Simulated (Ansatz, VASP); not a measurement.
# Two plane-wave programs on CaInC6N6

```xyz
14
Lattice="0.0000 5.9151 5.9151 5.9151 0.0000 5.9151 5.9151 5.9151 0.0000" Properties=species:S:1:pos:R:3 pbc="T T T"
Ca    5.9151    5.9151    5.9151
In    0.0000    0.0000    0.0000
C     2.2923    5.9151    5.9151
C     5.9151    2.2923    5.9151
C     5.9151    5.9151    2.2923
C     9.5380    5.9151    5.9151
C     5.9151    9.5380    5.9151
C     5.9151    5.9151    9.5380
N     3.4564    5.9151    5.9151
N     5.9151    3.4564    5.9151
N     5.9151    5.9151    3.4564
N     8.3739    5.9151    5.9151
N     5.9151    8.3739    5.9151
N     5.9151    5.9151    8.3739
```

Alike in both runs: functional PBE; k mesh 6 × 6 × 6; occupations gaussian, width 0.1 eV; no spin polarisation.

Ansatz relaxed the structure, and its values are those at the end. VASP's run is a single point on that final structure, the one shown.

```csv
,VASP,Ansatz
version,VASP 6.6.1,Ansatz 0.2.0
potentials or method,"VASP PAW PBE potentials, release 64 (Ca_sv, In_d, C, N), cutoff 520 eV","scalar-relativistic, plane waves, PAW"
valence electrons in the cell,77,77
```

```tsv
	VASP	Ansatz	Ansatz less VASP
gap on the k mesh at the Fermi level (eV)	none	none	-
pressure (GPa)	0.4	0.0	-0.35
rms of the force components (eV/Å)	0.228	0.000	-0.2280
```

A gap of «none» marks a metal or a gap that the smearing closes. One of these differences is far larger than is usual between the two programs; its cause wasn't traced.

Noted on VASP's run: the standard files for N, O and F lose accuracy on very short bonds.
